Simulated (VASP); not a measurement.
**Zr: single point with PBEsol**

Zr:

```
CELL_PARAMETERS angstrom
3.18352 0.00000 0.00000
-1.59176 2.75701 0.00000
0.00000 0.00000 4.99259
ATOMIC_POSITIONS crystal
Zr 0.33333 0.66667 0.25000
Zr 0.66667 0.33333 0.75000
```

This cell differs from its parent crystal: strain -0.015 along x and y, -0.030 along z.

```
Program             : VASP 6.6.1
Task                : single point
Functional          : PBEsol
Potentials or basis : VASP PAW PBE potentials, release 64 (Zr_sv)
Cutoff              : 520 eV
k mesh              : 18 × 18 × 10
Occupations         : gaussian, width 0.15 eV
Spin                : no spin polarisation
```

```
Pressure               : 2.8 GPa
Band gap on the k mesh : zero (bands 12 and 13 overlap by 1.23 eV)
```

Stress tensor (GPa, compression positive):
```
1.96 0.00 0.00
0.00 1.96 0.00
0.00 0.00 4.53
```

Levels at points of the mesh, in eV from the Fermi level:
```csv
k point,band 8,band 9,band 10,band 11,band 12,band 13,band 14,band 15,band 16,band 17
"(0.00, 0.00, 0.00)",-26.06,-5.78,-3.22,0.82,0.82,1.17,1.56,1.62,1.62,2.12
"(0.50, 0.00, 0.00)",-26.20,-2.82,-2.61,-2.31,-0.12,0.40,0.94,1.65,5.16,5.64
"(0.00, 0.00, 0.50)",-26.18,-3.96,-3.96,0.11,0.11,0.69,0.69,0.69,0.69,4.22
"(0.50, 0.00, 0.50)",-26.36,-3.06,-3.06,-1.14,-1.14,1.85,1.85,2.26,2.26,5.44
```

Wall time 3 min on 1 thread of Intel(R) Xeon(R) Platinum 8488C (Sapphire Rapids), on a shared host, peak memory 0.26 GiB.

Caveat: the cell differs from its parent crystal (strain -0.015 along x and y, -0.030 along z); the PAW data sets were made with another functional, which shifts forces and pressure a little.
